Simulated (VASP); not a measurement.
The system is CaDyAs3.

```
Ca Dy As
1.0
     5.29862    0.00000    0.00000
     0.00000    5.29862    0.00000
     0.00000    0.00000    5.66078
Ca Dy As
1 1 3
Direct
  0.50000 0.50000 0.38877
  0.00000 0.00000 0.92367
  0.50000 0.50000 0.90774
  0.50000 0.00000 0.08132
  0.00000 0.50000 0.08132
```

The cell was generated, and may not be a known phase.

```yaml
Program: VASP 6.6.1
Task: relaxation of cell and atoms
Functional: PBE
Potentials_or_basis: VASP PAW PBE potentials, release 64 (Ca_sv, Dy_3, As), 4f in core
Cutoff: 500 eV
k_mesh: 8 × 8 × 8
Occupations: gaussian, width 0.1 eV
Spin: no spin polarisation
```

At the start: pressure 0.5 GPa; volume 31.79 Å³/atom.

Q: Where does the relaxation end?

A: Over 15 steps the energy falls by 4.0 meV/atom and the volume is 32.19 Å³/atom (+1.3 %); space group P4mm (No. 99, to 0.1 Å) before and after.

Step by step:
| step | energy change (eV) | largest force (eV/Å) | pressure (GPa) | volume (Å³) |
| --- | --- | --- | --- | --- |
| 1 | 0.0000 | 0.3168 | 0.49 | 158.93 |
| 2 | -0.0092 | 0.1863 | -0.12 | 161.16 |
| 3 | -0.0096 | 0.1535 | -0.26 | 161.70 |
| 4 | -0.0140 | 0.1700 | -0.06 | 161.33 |
| 5 | -0.0150 | 0.2313 | 0.09 | 161.05 |
| 6 | -0.0184 | 0.1069 | 0.03 | 161.27 |
| 7 | -0.0191 | 0.0339 | 0.00 | 161.44 |
| 8 | -0.0195 | 0.0191 | -0.05 | 161.45 |
| 9 | -0.0195 | 0.0175 | -0.07 | 161.45 |
| 10 | -0.0196 | 0.0264 | 0.04 | 161.01 |
| 11 | -0.0196 | 0.0239 | 0.02 | 161.11 |
| 12 | -0.0197 | 0.0207 | 0.02 | 161.05 |
| 13 | -0.0198 | 0.0117 | 0.02 | 160.87 |
| 14 | -0.0198 | 0.0076 | -0.05 | 161.03 |
| 15 | -0.0198 | 0.0047 | -0.01 | 160.95 |

Final structure:
```
Ca Dy As
1.0
     5.34207    0.00000    0.00000
     0.00000    5.34207    0.00000
     0.00000    0.00000    5.63980
Ca Dy As
1 1 3
Direct
  0.50000 0.50000 0.39769
  0.00000 0.00000 0.92055
  0.50000 0.50000 0.91715
  0.50000 0.00000 0.07371
  0.00000 0.50000 0.07371
```
